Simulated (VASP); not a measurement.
A run of VASP 6.6.1:

The input INCAR:

```
PREC     = Accurate       # precision mode
ENCUT    = 520            # plane-wave cutoff, eV
EDIFF    = 1E-6           # SCF threshold, eV
ISMEAR   = -1             # smearing method
SIGMA    = 0.05           # smearing width, eV
LREAL    = F              # projectors in reciprocal space
LASPH    = T              # aspherical terms in the spheres
NELM     = 150            # most SCF steps
ALGO     = Normal         # electronic algorithm
ISIF     = 2              # what is computed and relaxed
LWAVE    = F              # write WAVECAR
LCHARG   = F              # write CHGCAR
ISPIN    = 2              # spin polarisation
MAGMOM   = 1.69 1.69      # initial moments
LORBIT   = 11             # projections on sites
LMAXMIX  = 4              # l up to which the mixer works
GGA      = PE             # functional
NBANDS   = 20             # bands
```

Contents of KPOINTS:

```
Automatic mesh
0
Gamma
  24 24 13
```

Contents of POSCAR:

```
Co
1.0
    2.5895197986      0.0000000000      0.0000000000
   -1.2947598993      2.2425899292      0.0000000000
    0.0000000000      0.0000000000      4.1828497080
Co
2
Direct
    0.3333333333      0.6666666667      0.2500000000
    0.6666666667      0.3333333333      0.7500000000
```

Potentials or basis: VASP PAW PBE potentials, release 64 (Co).

Run with:

```bash
$ cat potpaw_PBE.64/Co/POTCAR > POTCAR
$ mpirun -np 1 vasp_std > vasp.out
```

Hardware: 1 thread of Intel(R) Xeon(R) 6975P-C (Granite Rapids) (shared host).

Problem. How long does it take, and how much memory?

Solution. Wall time 2.7 min on 1 thread of Intel(R) Xeon(R) 6975P-C (Granite Rapids) (shared host), peak memory 0.37 GiB. Counts: scf iterations 13, k points 427.
